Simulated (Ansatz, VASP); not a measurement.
# One calculation of AsRu2I, two programs

```
As I Ru
1.0
     2.01168    3.48433    0.00000
    -2.01168    3.48433    0.00000
    -2.01168    1.16144    6.79862
As I Ru
1 1 2
Direct
  0.50000 0.00000 0.50000
  0.00000 0.00000 0.00000
  0.23130 0.53740 0.69390
  0.76870 0.46260 0.30610
```

Alike in both runs: task single point; functional r2SCAN; k mesh 8 × 8 × 8; no spin polarisation.

|  | VASP | Ansatz |
| --- | --- | --- |
| version | VASP 6.6.1 | Ansatz 0.2.0 |
| potentials or method | VASP PAW PBE potentials, release 64 (As, I, Ru_pv), cutoff 520 eV | PAW plane waves |
| occupations | methfessel-paxton of order 1, width 0.0287 eV | cold, width 0.0287 eV |
| valence electrons in the cell | 40 | 64 |

```csv
,VASP,Ansatz,Ansatz less VASP
pressure (GPa),-18.6,-18.6,-0.01
rms of the force components (eV/Å),0.974,0.969,-0.0048
```

VASP's potentials were made for PBE, not for r2SCAN. Atom by atom the forces differ by 0.005 eV/Å (rms over components). VASP's potentials hold 40 valence electrons a cell and Ansatz's 64, so a difference there can come from the potentials and not from the codes. Ansatz's warnings: structure snapped to symmetry.

Spin-orbit coupling is off throughout.
